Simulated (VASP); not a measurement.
# TiCo3 (Pm-3m) in VASP: a series of runs, part 2 of 2

VASP 6.6.1. The steps go on from the part before.

### Step 3. Single point, r2SCAN, collinear spin, ferrimagnetic start

This run uses another cell than the first one, of 11.54 Å³/atom.

Contents of POSCAR:

```
TiCo3
1.0
    3.5868634581      0.0000000000      0.0000000000
    0.0000000000      3.5868634581      0.0000000000
    0.0000000000      0.0000000000      3.5868634581
Ti Co
1 3
Direct
    0.0000000000      0.0000000000      0.0000000000
    0.0000000000      0.5000000000      0.5000000000
    0.5000000000      0.0000000000      0.5000000000
    0.5000000000      0.5000000000      0.0000000000
```

Contents of INCAR.step1:

```
SYSTEM = TiCo3
PREC = Accurate ; ENCUT = 520
ISMEAR = 0 ; SIGMA = 0.1
LREAL = .False. ; LASPH = .True.
NELM = 150 ; ISPIN = 2
MAGMOM = -0.69 1.42 1.42 1.42 ; LMAXMIX = 4
NBANDS = 32 ; GGA = PE
ALGO = Normal ; EDIFF = 1E-4
LWAVE = .True. ; LCHARG = .False.
```

Contents of INCAR.step2:

```
SYSTEM = TiCo3
PREC = Accurate ; ENCUT = 520
EDIFF = 1E-7 ; ISMEAR = 0
SIGMA = 0.1 ; LREAL = .False.
LASPH = .True. ; NELM = 150
ALGO = Normal ; ISIF = 2
LWAVE = .False. ; LCHARG = .False.
ISPIN = 2 ; MAGMOM = -0.69 1.42 1.42 1.42
LORBIT = 11 ; LMAXMIX = 4
METAGGA = R2SCAN ; LMIXTAU = .True.
NBANDS = 32 ; ISTART = 1
```

Contents of KPOINTS:

```
Automatic mesh
0
Gamma
  12 12 12
  0 0 0
```

Potentials or basis: VASP PAW PBE potentials, release 64 (Ti_sv, Co).

Launch:

```sh
$ cat potpaw_PBE.64/Ti_sv/POTCAR potpaw_PBE.64/Co/POTCAR > POTCAR
$ cp INCAR.step1 INCAR
$ mpirun -np 1 vasp_std > vasp.out
$ cp INCAR.step2 INCAR
$ mpirun -np 1 vasp_std > vasp.out
```

OUTCAR:

```text
SYSTEM = TiCo3
   PREC = Accurate
   ENCUT = 520
   EDIFF = 1E-7
   ISMEAR = 0
   LREAL = .False.
   LASPH = .True.
   NELM = 150
   ISIF = 2
   ISPIN = 2
   LORBIT = 11
   METAGGA = R2SCAN
   ISTART = 1

 ion  position               nearest neighbor table
   1  0.000  0.000  0.000-   2 2.54   3 2.54   4 2.54   2 2.54   3 2.54   2 2.54   4 2.54   2 2.54
                             3 2.54   4 2.54   3 2.54   4 2.54
   2  0.000  0.500  0.500-   1 2.54   3 2.54   4 2.54   1 2.54   4 2.54   1 2.54   3 2.54   1 2.54
                             3 2.54   4 2.54   4 2.54   3 2.54
   3  0.500  0.000  0.500-   1 2.54   2 2.54   4 2.54   1 2.54   4 2.54   2 2.54   4 2.54   4 2.54
                             1 2.54   2 2.54   1 2.54   2 2.54
   4  0.500  0.500  0.000-   1 2.54   2 2.54   3 2.54   2 2.54   3 2.54   1 2.54   3 2.54   3 2.54
                             1 2.54   2 2.54   2 2.54   1 2.54

  LATTYP: Found a simple cubic cell.
 ALAT       =     3.5868634581

  Lattice vectors:

 A1 = (   3.5868634581,   0.0000000000,   0.0000000000)
 A2 = (   0.0000000000,   3.5868634581,   0.0000000000)
 A3 = (   0.0000000000,   0.0000000000,   3.5868634581)

Analysis of symmetry for initial positions (statically):
=====================================================================
 Subroutine PRICEL returns:
 Original cell was already a primitive cell.

 Routine SETGRP: Setting up the symmetry group for a
 simple cubic supercell.

 Subroutine GETGRP returns: Found 48 space group operations
 (whereof 48 operations were pure point group operations)
 out of a pool of 48 trial point group operations.

The static configuration has the point symmetry O_h .

Analysis of symmetry for dynamics (positions and initial velocities):
=====================================================================
 Subroutine PRICEL returns:
 Original cell was already a primitive cell.

 Routine SETGRP: Setting up the symmetry group for a
 simple cubic supercell.

 Subroutine GETGRP returns: Found 48 space group operations
 (whereof 48 operations were pure point group operations)
 out of a pool of 48 trial point group operations.

The dynamic configuration has the point symmetry O_h .

Analysis of structural, dynamic, and magnetic symmetry:
=====================================================================
 Subroutine PRICEL returns:
 Original cell was already a primitive cell.

 Routine SETGRP: Setting up the symmetry group for a
 simple cubic supercell.

 Subroutine GETGRP returns: Found 48 space group operations
 (whereof 48 operations were pure point group operations)
 out of a pool of 48 trial point group operations.

The overall configuration has the point symmetry O_h .

 Subroutine INISYM returns: Found 48 space group operations
 (whereof 48 operations are pure point group operations),
 and found     1 'primitive' translations

----------------------------------------------------------------------------------------

                                     Primitive cell

  volume of cell :      46.1471

  direct lattice vectors                    reciprocal lattice vectors
     3.586863458  0.000000000  0.000000000     0.278795112  0.000000000  0.000000000
     0.000000000  3.586863458  0.000000000     0.000000000  0.278795112  0.000000000
     0.000000000  0.000000000  3.586863458     0.000000000  0.000000000  0.278795112

  length of vectors
[... 91 lines left out ...]
   NFREE  =      0    steps in history (QN), initial steepest desc. (CG)
   ISIF   =      2    stress and relaxation
   ISYM   =      2    0-nonsym 1-usesym 2-fastsym
   POTIM  = 0.5000    time-step for ionic-motion
   TEBEG  =    0.0;   TEEND  =   0.0 temperature during run
   PSTRESS=    0.0 pullay stress
   NELECT =      39.0000    total number of electrons
   NUPDOWN=      -1.0000    fix difference up-down
   EMIN   =  10.00;   EMAX   =-10.00  energy-range for DOS
   EFERMI =   0.00;   METHOD = LEGACY
   ISMEAR =     0;   SIGMA  =   0.10  broadening in eV -4-tet -1-fermi 0-gaus
   EFERMI_NEDOS =   21; number of points for ismear=-14 and -15
   IALGO  =     38    algorithm
   IMIX   =      4    mixing-type and parameters
     AMIX     =   0.40;   BMIX     =  1.00
     AMIX_MAG =   1.60;   BMIX_MAG =  1.00
  volume/ion in A,a.u.               =      11.54        77.85
  Fermi-wavevector in a.u.,A,eV,Ry     =   1.547800  2.924918 32.595273  2.395685
  Thomas-Fermi vector in A             =   2.652842
   LORBIT       =     11    0 simple, 1 ext, 2 COOP (PROOUT), +10 PAW based schemes
   METAGGA = R2SCAN    functional components
   LHFCALC =     F    Hartree Fock is set to
   AEXX    =    0.0000 exact exchange contribution
   IVDW    =     0    specifies the selected vdW correction
   LEPSILON=     F    determine dielectric tensor
   LRPA    =     F    only Hartree local field effects (RPA)
 spin polarized calculation
 Gauss-broadening in eV      SIGMA  =   0.10
  energy-cutoff  :      520.00
  volume of cell :       46.15
 maximum number of plane-waves:      1261
 NGX is ok and might be reduce to    28
   NGX = 13   NGY = 13   NGZ = 13

 number of electron      39.0000046 magnetization      -0.0002036

 number of electron      39.0000046 magnetization       0.0003694

 Free energy of the ion-electron system (eV)
  ---------------------------------------------------
  ext. energy  EPLUGINS =         0.00000000
  ---------------------------------------------------
  free energy    TOTEN  =       -52.87716466 eV

  energy without entropy =      -52.85561972  energy(sigma->0) =      -52.86639219

 E-fermi :   9.9704     XC(G=0): -14.3681

 val. band max:        9.9675277102   @ k =   0.1667   0.1667   0.1667
 cond. band min:       9.9704646541   @ k =   0.3333   0.0833   0.0833
 fundamental gap:      0.0029369439
 Fermi energy:         9.9704396106

 spin component 1

 k-point     1 :       0.0000    0.0000    0.0000
  band No.  band energies     occupation
      1     -48.8629      1.00000
      2     -24.0708      1.00000
      3     -24.0708      1.00000
      4     -24.0708      1.00000
      5       1.6813      1.00000
      6       5.6202      1.00000
[... 805 lines left out ...]
     30      22.3914      0.00000
     31      22.8018      0.00000

 [... further k-points ...]

 spin component 2

 k-point     1 :       0.0000    0.0000    0.0000
  band No.  band energies     occupation
      1     -48.8630      1.00000
      2     -24.0709      1.00000
      3     -24.0709      1.00000
      4     -24.0709      1.00000
      5       1.6812      1.00000
      6       5.6203      1.00000
[... 805 lines left out ...]
     30      22.3915      0.00000
     31      22.8018      0.00000

 [... further k-points ...]

 [bands above 31 left out]

------------------------ aborting loop because EDIFF is reached ----------------------------------------

  FORCE on cell =-STRESS in cart. coord.  units (eV):
  Direction    XX          YY          ZZ          XY          YZ          ZX
  --------------------------------------------------------------------------------------
  -------------------------------------------------------------------------------------
  Total       -2.3334685     -2.3334685     -2.3334685     -0.0000000     -0.0000000      0.0000000
  in kB      -81.0154757    -81.0154757    -81.0154757     -0.0000000     -0.0000000      0.0000000
  external PRESSURE =     -81.0154757 kB  Pullay stress =       0.0000000 kB

 VOLUME and BASIS-vectors are now :
 -----------------------------------------------------------------------------
  energy-cutoff  :      520.00
  volume of cell :       46.15
      direct lattice vectors                 reciprocal lattice vectors
     3.586863458  0.000000000  0.000000000     0.278795112  0.000000000  0.000000000
     0.000000000  3.586863458  0.000000000     0.000000000  0.278795112  0.000000000
     0.000000000  0.000000000  3.586863458     0.000000000  0.000000000  0.278795112

 POSITION                                       TOTAL-FORCE (eV/Angst)
 -----------------------------------------------------------------------------------
      0.00000      0.00000      0.00000         0.000000      0.000000      0.000000
      0.00000      1.79343      1.79343         0.000000      0.000000      0.000000
      1.79343      0.00000      1.79343         0.000000      0.000000      0.000000
      1.79343      1.79343      0.00000         0.000000      0.000000      0.000000
 -----------------------------------------------------------------------------------
    total drift:                                0.000000      0.000000      0.000000

  FREE ENERGIE OF THE ION-ELECTRON SYSTEM (eV)
  ---------------------------------------------------
  free  energy   TOTEN  =       -52.8771646566 eV

  energy  without entropy=      -52.8556197154  energy(sigma->0) =      -52.86639219

 total charge

# of ion       s       p       d       tot
------------------------------------------
    1        2.260   6.200   1.879  10.339
    2        0.532   0.540   7.323   8.394
    3        0.532   0.540   7.323   8.394
    4        0.532   0.540   7.323   8.394
--------------------------------------------------
tot          3.856   7.819  23.847  35.522

 magnetization (x)

# of ion       s       p       d       tot
------------------------------------------
    1        0.000  -0.000  -0.000  -0.000
    2       -0.000  -0.000   0.000   0.000
    3       -0.000  -0.000   0.000   0.000
    4       -0.000  -0.000   0.000   0.000
--------------------------------------------------
tot         -0.000  -0.000   0.001   0.001
```

Wall time 17 min (1 thread of AMD EPYC 9R45 (Zen 5), shared host); peak memory 0.29 GiB.

What came out:

```
Free energy                                           : -52.8772 eV
Pressure                                              : -8.1 GPa
Net moment                                            : 0.00 μB per cell
Valence electrons inside the program's atomic spheres : Ti 10.34; Co 8.39
```

Caveat: the cell stands under tension; the PAW data sets were made with another functional, which shifts forces and pressure a little.
